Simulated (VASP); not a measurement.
# HC4 in VASP: single point with HSE06

Aim: the single point of HC4 with HSE06.

All numbers are computed with VASP 6.6.1; they aren't measurements. Logs are shortened: lines on timing, memory, paths and dates and some standing lists are left out, and cuts for length are marked.

### 1 The cell of the first run

The cell holds a slab with vacuum, 10 atoms: a = 2.522 Å, b = 2.522 Å, c = 19.915 Å, α = 90.00°, β = 90.00°, γ = 60.00°.

### 2 Single point, HSE06

POSCAR reads:

```
HC4
1.0
    2.5222496682      0.0000000000      0.0000000000
    1.2611248341      2.1843322873      0.0000000000
    0.0000000000      0.0000000000     19.9150770000
C H
8 2
Direct
    0.0000000000      0.0000000000      0.3341962216
    0.3333333333      0.3333333333      0.3584675764
    0.3333333333      0.3333333333      0.4358585888
    0.6666666667      0.6666666667      0.4614439729
    0.6666666667      0.6666666667      0.5385560271
    0.0000000000      0.0000000000      0.5641414112
    0.0000000000      0.0000000000      0.6415324236
    0.3333333333      0.3333333333      0.6658037784
    0.3333333333      0.3333333333      0.7210898201
    0.0000000000      0.0000000000      0.2789101799
```

INCAR.step1 reads:

```
ALGO = Normal
EDIFF = 1E-5
ENCUT = 520
GGA = PE
ISIF = 2
ISMEAR = 0
LASPH = T
LREAL = F
LWAVE = T
NBANDS = 28
NELM = 60
PREC = Accurate
SIGMA = 0.01
```

INCAR.step2 reads:

```
ALGO = Normal
EDIFF = 1E-6
ENCUT = 520
GGA = PE
HFSCREEN = 0.2079
ISIF = 2
ISMEAR = 0
ISTART = 1
LASPH = T
LCHARG = T
LELF = T
LHFCALC = T
LREAL = F
LVHAR = T
LWAVE = F
NBANDS = 28
NELM = 60
PREC = Accurate
PRECFOCK = Fast
SIGMA = 0.01
```

KPOINTS reads:

```
k-points
0
Gamma
  6 6 1
```

Potentials or basis: VASP PAW PBE potentials, release 64 (C, H).

Started as:

```sh
cat potpaw_PBE.64/C/POTCAR potpaw_PBE.64/H/POTCAR > POTCAR
cp INCAR.step1 INCAR
mpirun -np 1 vasp_std > vasp.out
cp INCAR.step2 INCAR
mpirun -np 1 vasp_std > vasp.out
```

OUTCAR:

```text
EDIFF = 1E-6
   ENCUT = 520
   GGA = PE
   HFSCREEN = 0.2079
   ISIF = 2
   ISMEAR = 0
   ISTART = 1
   LASPH = T
   LHFCALC = T
   LREAL = F
   NELM = 60
   PREC = Accurate
   PRECFOCK = Fast

 ion  position               nearest neighbor table
   1  0.000  0.000  0.334-  10 1.10   2 1.53   2 1.53   2 1.53
   2  0.333  0.333  0.358-   1 1.53   1 1.53   1 1.53   3 1.54
   3  0.333  0.333  0.436-   2 1.54   4 1.54   4 1.54   4 1.54
   4  0.667  0.667  0.461-   5 1.54   3 1.54   3 1.54   3 1.54
   5  0.667  0.667  0.539-   4 1.54   6 1.54   6 1.54   6 1.54
   6  0.000  0.000  0.564-   7 1.54   5 1.54   5 1.54   5 1.54
   7  0.000  0.000  0.642-   8 1.53   8 1.53   8 1.53   6 1.54
   8  0.333  0.333  0.666-   9 1.10   7 1.53   7 1.53   7 1.53
   9  0.333  0.333  0.721-   8 1.10
  10  0.000  0.000  0.279-   1 1.10

  LATTYP: Found a hexagonal cell.
 ALAT       =     2.5222496682
 C/A-ratio  =     7.8957595877

  Lattice vectors:

 A1 = (  -1.2611248341,  -2.1843322873,   0.0000000000)
 A2 = (   2.5222496682,   0.0000000000,   0.0000000000)
 A3 = (   0.0000000000,   0.0000000000,  19.9150770000)

Analysis of symmetry for initial positions (statically):
=====================================================================
 Subroutine PRICEL returns:
 Original cell was already a primitive cell.

 Routine SETGRP: Setting up the symmetry group for a
 hexagonal supercell.

 Subroutine GETGRP returns: Found 12 space group operations
 (whereof  6 operations were pure point group operations)
 out of a pool of 24 trial point group operations.

The static configuration has the point symmetry C_3v.
 The point group associated with its full space group is D_3d.

Analysis of symmetry for dynamics (positions and initial velocities):
=====================================================================
 Subroutine PRICEL returns:
 Original cell was already a primitive cell.

 Routine SETGRP: Setting up the symmetry group for a
 hexagonal supercell.

 Subroutine GETGRP returns: Found 12 space group operations
 (whereof  6 operations were pure point group operations)
 out of a pool of 24 trial point group operations.

The dynamic configuration has the point symmetry C_3v.
 The point group associated with its full space group is D_3d.

 Subroutine INISYM returns: Found 12 space group operations
 (whereof  6 operations are pure point group operations),
 and found     1 'primitive' translations

----------------------------------------------------------------------------------------

                                     Primitive cell

  volume of cell :     109.7208

  direct lattice vectors                    reciprocal lattice vectors
     2.522249668  0.000000000  0.000000000     0.396471457 -0.228902902  0.000000000
     1.261124834  2.184332287  0.000000000     0.000000000  0.457805804  0.000000000
     0.000000000  0.000000000 19.915077000     0.000000000  0.000000000  0.050213213

  length of vectors
     2.522249668  2.522249668 19.915077000     0.457805804  0.457805804  0.050213213

  position of ions in fractional coordinates (direct lattice)
     0.000000000  0.000000000  0.334196222
     0.333333333  0.333333333  0.358467576
     0.333333333  0.333333333  0.435858589
     0.666666667  0.666666667  0.461443973
     0.666666667  0.666666667  0.538556027
     0.000000000  0.000000000  0.564141411
     0.000000000  0.000000000  0.641532424
     0.333333333  0.333333333  0.665803778
     0.333333333  0.333333333  0.721089820
     0.000000000  0.000000000  0.278910180

  ion indices of the primitive-cell ions
   primitive index   ion index
                 1           1
                 2           2
                 3           3
                 4           4
                 5           5
                 6           6
                 7           7
                 8           8
                 9           9
                10          10

----------------------------------------------------------------------------------------

 KPOINTS: k-points

Automatic generation of k-mesh.
 Grid dimensions read from file:
 generate k-points for:    6    6    1

 Generating k-lattice:

  Cartesian coordinates                     Fractional coordinates (reciprocal lattice)
     0.066078576 -0.038150484  0.000000000     0.166666667 -0.000000000  0.000000000
     0.000000000  0.076300967  0.000000000     0.000000000  0.166666667  0.000000000
     0.000000000  0.000000000  0.050213213     0.000000000  0.000000000  1.000000000

  Length of vectors
     0.076300967  0.076300967  0.050213213

  Shift w.r.t. Gamma in fractional coordinates (k-lattice)
     0.000000000  0.000000000  0.000000000

 Subroutine IBZKPT returns following result:
 ===========================================

 Found      7 irreducible k-points:

 Following reciprocal coordinates:
            Coordinates               Weight
  0.000000  0.000000  0.000000      1.000000
  0.166667 -0.000000  0.000000      6.000000
  0.333333  0.000000  0.000000      6.000000
  0.500000  0.000000  0.000000      3.000000
  0.333333  0.166667  0.000000      6.000000
  0.500000  0.166667  0.000000     12.000000
 -0.333333  0.333333  0.000000      2.000000
   k-points           NKPTS =      7   k-points in BZ     NKDIM =     36   number of bands    NBANDS=     28
   number of dos      NEDOS =    301   number of ions     NIONS =     10
   total plane-waves  NPLWV =  60000
   dimension x,y,z NGX =    20 NGY =   20 NGZ =  150
   dimension x,y,z NGXF=    40 NGYF=   40 NGZF=  300
   ions per type =               8   2
   NGX,Y,Z   is equivalent  to a cutoff of  13.18, 13.18, 12.52 a.u.
   NGXF,Y,Z  is equivalent  to a cutoff of  26.36, 26.36, 25.04 a.u.
 SYSTEM =  unknown system
   PREC   = accura    normal or accurate (medium, high low for compatibility)
   ISTART =      1    job   : 0-new  1-cont  2-samecut
   ICHARG =      0    charge: 1-file 2-atom 10-const
   ISPIN  =      1    spin polarized calculation?
   LNONCOLLINEAR =      F non collinear calculations
   LSORBIT =      F    spin-orbit coupling
   LASPH  =      T    aspherical Exc in radial PAW
   ENCUT  =  520.0 eV  38.22 Ry    6.18 a.u.   4.69  4.69 37.03*2*pi/ulx,y,z
   NELM   =     60;   NELMIN=  2; NELMDL=  0     # of ELM steps
   EDIFF  = 0.1E-05   stopping-criterion for ELM
   LREAL  =      F    real-space projection
   EDIFFG = 0.1E-04   stopping-criterion for IOM
   NSW    =      0    number of steps for IOM
   IBRION =     -1    ionic relax: 0-MD 1-quasi-New 2-CG
   NFREE  =      0    steps in history (QN), initial steepest desc. (CG)
   ISIF   =      2    stress and relaxation
   ISYM   =      3    0-nonsym 1-usesym 2-fastsym
   POTIM  = 0.5000    time-step for ionic-motion
   TEBEG  =    0.0;   TEEND  =   0.0 temperature during run
   PSTRESS=    0.0 pullay stress
   NELECT =      34.0000    total number of electrons
   NUPDOWN=      -1.0000    fix difference up-down
   EMIN   =  10.00;   EMAX   =-10.00  energy-range for DOS
   EFERMI =   0.00;   METHOD = LEGACY
   ISMEAR =     0;   SIGMA  =   0.01  broadening in eV -4-tet -1-fermi 0-gaus
   EFERMI_NEDOS =   21; number of points for ismear=-14 and -15
   IALGO  =     38    algorithm
   IMIX   =      1    mixing-type and parameters
     AMIX     =   0.40;   BMIX     =  1.00
     AMIX_MAG =   1.60;   BMIX_MAG =  1.00
  volume/ion in A,a.u.               =      10.97        74.04
  Fermi-wavevector in a.u.,A,eV,Ry     =   1.107826  2.093488 16.698136  1.227278
  Thomas-Fermi vector in A             =   2.244345
   LORBIT       =      0    0 simple, 1 ext, 2 COOP (PROOUT), +10 PAW based schemes
   GGA     = PE    functional components
   LHFCALC =     T    Hartree Fock is set to
   PRECFOCK=fast      Normal, Fast or Accurate (Low or Medium for compatibility)
   ENCUT4O =  -1.0   cutoff for four orbital integrals eV
   NKREDX  =     1    reduce k-point grid by
   NKREDY  =     1    reduce k-point grid by
   NKREDZ  =     1    reduce k-point grid by
   AEXX    =    0.2500 exact exchange contribution
   HFSCREEN=    0.2079 screening length (either q_TF or 0.3 A-1)
   HFSCREENC=   0.2079 screening length for correlation (either q_TF or 0.3 A-1)
   ENCUTFOCK=  -1.0 apply spherical cutoff to Coloumb kernel
   IVDW    =     0    specifies the selected vdW correction
   LEPSILON=     F    determine dielectric tensor
   LRPA    =     F    only Hartree local field effects (RPA)
 non-spin polarized calculation
 Gauss-broadening in eV      SIGMA  =   0.01
  energy-cutoff  :      520.00
  volume of cell :      109.72
 maximum number of plane-waves:      3003
  NGX = 12; NGY = 12; NGZ = 96

 number of electron      34.0000001 magnetization

 Free energy of the ion-electron system (eV)
  ---------------------------------------------------
  ext. energy  EPLUGINS =         0.00000000
  ---------------------------------------------------
  free energy    TOTEN  =       -92.67916669 eV

  energy without entropy =      -92.67916669  energy(sigma->0) =      -92.67916669

 E-fermi :   1.4118     XC(G=0):  -5.7463

 val. band max:        1.3538128778   @ k =   0.0000   0.0000   0.0000
 cond. band min:       4.8004471732   @ k =   0.0000   0.0000   0.0000
 fundamental gap:      3.4466342953
 Fermi energy:         1.4118358447

 k-point     1 :       0.0000    0.0000    0.0000
  band No.  band energies     occupation
      1     -21.5056      2.00000
      2     -20.4769      2.00000
      3     -18.8170      2.00000
      4     -16.7633      2.00000
      5     -12.0953      2.00000
      6      -9.5052      2.00000
[... 20 lines left out ...]
     27      10.4923      0.00000
     28      11.3942      0.00000

 k-point     2 :       0.1667   -0.0000    0.0000
  band No.  band energies     occupation
      1     -20.7700      2.00000
      2     -19.7491      2.00000
      3     -18.1051      2.00000
      4     -16.0787      2.00000
      5     -11.4480      2.00000
      6      -8.9393      2.00000
[... 147 lines left out ...]
 k-point     7 :      -0.3333    0.3333    0.0000
  band No.  band energies     occupation
      1     -13.7512      2.00000
      2     -13.6817      2.00000
      3     -13.6817      2.00000
      4     -12.2548      2.00000
      5     -12.2548      2.00000
      6     -10.7861      2.00000
[... 20 lines left out ...]
     27      15.1400      0.00000
     28      15.5627      0.00000

------------------------ aborting loop because EDIFF is reached ----------------------------------------

  FORCE on cell =-STRESS in cart. coord.  units (eV):
  Direction    XX          YY          ZZ          XY          YZ          ZX
  --------------------------------------------------------------------------------------
  -------------------------------------------------------------------------------------
  Total       -1.6127376     -1.6127376      0.2830118      0.0000000      0.0000000      0.0000000
  in kB      -23.5497083    -23.5497083      4.1326283      0.0000000      0.0000000      0.0000000
  external PRESSURE =     -14.3222628 kB  Pullay stress =       0.0000000 kB

 VOLUME and BASIS-vectors are now :
 -----------------------------------------------------------------------------
  energy-cutoff  :      520.00
  volume of cell :      109.72
      direct lattice vectors                 reciprocal lattice vectors
     2.522249668  0.000000000  0.000000000     0.396471457 -0.228902902  0.000000000
     1.261124834  2.184332287  0.000000000     0.000000000  0.457805804  0.000000000
     0.000000000  0.000000000 19.915077000     0.000000000  0.000000000  0.050213213

 POSITION                                       TOTAL-FORCE (eV/Angst)
 -----------------------------------------------------------------------------------
      0.00000      0.00000      6.65554        -0.000000      0.000000     -0.003580
      1.26112      0.72811      7.13891         0.000000     -0.000000     -0.000231
      1.26112      0.72811      8.68016        -0.000000     -0.000000     -0.000572
      2.52225      1.45622      9.18969         0.000000      0.000000      0.001618
      2.52225      1.45622     10.72538        -0.000000     -0.000000     -0.001618
      0.00000      0.00000     11.23492         0.000000     -0.000000      0.000572
      0.00000      0.00000     12.77617        -0.000000      0.000000      0.000231
      1.26112      0.72811     13.25953         0.000000     -0.000000      0.003580
      1.26112      0.72811     14.36056        -0.000000     -0.000000      0.036320
      0.00000      0.00000      5.55452         0.000000     -0.000000     -0.036320
 -----------------------------------------------------------------------------------
    total drift:                               -0.000000      0.000000     -0.000007

  FREE ENERGIE OF THE ION-ELECTRON SYSTEM (eV)
  ---------------------------------------------------
  free  energy   TOTEN  =       -92.6791666913 eV

  energy  without entropy=      -92.6791666913  energy(sigma->0) =      -92.67916669
```

It took 24 min on 1 thread of AMD EPYC 7R13 (Zen 3), shared host; peak memory 0.31 GiB.

What came out:

| Item | Value |
| --- | --- |
| Free energy | -92.6792 eV |
| Largest force | 0.036 eV/Å |
| Band gap on the k mesh | 3.45 eV, direct |

Forces in eV/Å, atoms in the order of the input:
```
C    0.000  0.000 -0.004
C    0.000  0.000  0.000
C    0.000  0.000 -0.001
C    0.000  0.000  0.002
C    0.000  0.000 -0.002
C    0.000  0.000  0.001
C    0.000  0.000  0.000
C    0.000  0.000  0.004
H    0.000  0.000  0.036
H    0.000  0.000 -0.036
```

Caveat: the k points lie up to 0.48 Å⁻¹ apart; the PAW data sets were made with another functional, which shifts forces and pressure a little.
